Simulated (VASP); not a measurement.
## Dy3TaF2: single point with PBE

Crystal: Dy3TaF2.

```
Dy Ta F
1.0
     4.07821    0.00000    0.00000
    -2.03911    3.53184    0.00000
     0.00000    0.00000    8.02201
Dy Ta F
3 1 2
Direct
  0.66667 0.33333 0.50000
  0.00000 0.00000 0.00000
  0.00000 0.00000 0.50000
  0.66667 0.33333 0.00000
  0.33333 0.66667 0.24282
  0.33333 0.66667 0.75718
```

The cell was built from a structure type or drawn by symmetry, and may not be a known phase.

```
Program             : VASP 6.6.1
Task                : single point
Functional          : PBE
Potentials or basis : VASP PAW PBE potentials, release 64 (Dy_3, Ta_pv, F), 4f in core
Cutoff              : 600 eV
k mesh              : 6 × 6 × 2
Occupations         : gaussian, width 0.1 eV
Spin                : no spin polarisation
```

```
Pressure               : 21.4 GPa
Largest force          : 0.327 eV/Å
Band gap on the k mesh : zero (bands 26 and 27 overlap by 0.93 eV)
```

Forces on the atoms (eV/Å):
```
Dy   0.000  0.000  0.000
Dy   0.000  0.000  0.000
Dy   0.000  0.000  0.000
Ta   0.000  0.000  0.000
F    0.000  0.000  0.327
F    0.000  0.000 -0.327
```

Stress tensor (GPa, compression positive):
```
35.70  0.00  0.00
 0.00 35.70  0.00
 0.00  0.00 -7.10
```

Levels at points of the mesh, in eV from the Fermi level:
```tsv
k point	band 22	band 23	band 24	band 25	band 26	band 27	band 28	band 29	band 30	band 31
(0.00, 0.00, 0.00)	-1.73	-0.96	-0.63	-0.63	0.30	0.30	1.35	1.62	1.62	2.27
(0.50, 0.00, 0.00)	-1.67	-0.79	-0.68	-0.66	-0.46	-0.45	-0.01	0.81	1.03	1.09
(0.00, 0.00, 0.50)	-1.50	-1.10	-0.97	-0.40	-0.40	0.00	0.00	1.64	1.64	2.55
(0.50, 0.00, 0.50)	-2.13	-0.87	-0.77	-0.37	-0.35	-0.20	-0.12	0.77	0.98	1.24
```

It took 45 s on 1 thread of Intel(R) Xeon(R) 6975P-C (Granite Rapids), on a shared host, peak memory 0.29 GiB.

Caveat: the k points lie up to 0.39 Å⁻¹ apart, too coarse for converged energies and pressures of a metal; spin-orbit coupling is left out, which moves the levels of the heavy elements; the 4f electrons are frozen in the core, so they carry no moment and show no levels; the run has no spin polarisation, though such a crystal can be magnetic. Spin polarisation is off, so any magnetic state and its effect on volume and gap are missing.
